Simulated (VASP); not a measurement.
Crystal: Pd.

```xyz
1
Lattice="-1.5510 1.5510 1.5510 1.5510 -1.5510 1.5510 1.5510 1.5510 -1.5510" Properties=species:S:1:pos:R:3 pbc="T T T"
Pd    0.0000    0.0000    0.0000
```

Base run:

```yaml
Program: VASP 6.6.1
Functional: PBEsol
Potentials_or_basis: VASP PAW PBE potentials, release 64 (Pd)
Cutoff: 520 eV
k_mesh: 12 × 12 × 12
Occupations: fermi-dirac, width 0.05 eV
Spin: no spin polarisation
```

Its results: band gap on the k mesh zero (band 5 reaches 10.02 eV, above the bottom of band 6 at 8.37 eV); pressure -3.8 GPa.

**Question.** The run is repeated on the same cell with these changes: functional from PBEsol to LDA; potentials or basis from VASP PAW PBE potentials, release 64 (Pd) to VASP PAW LDA potentials, release 64 (Pd). What comes out?

**Answer.** Band gap on the k mesh zero (band 5 reaches 9.99 eV, above the bottom of band 6 at 8.34 eV); pressure -8.9 GPa.

Caveats: the PAW data sets were made with another functional, which shifts forces and pressure a little (some runs).
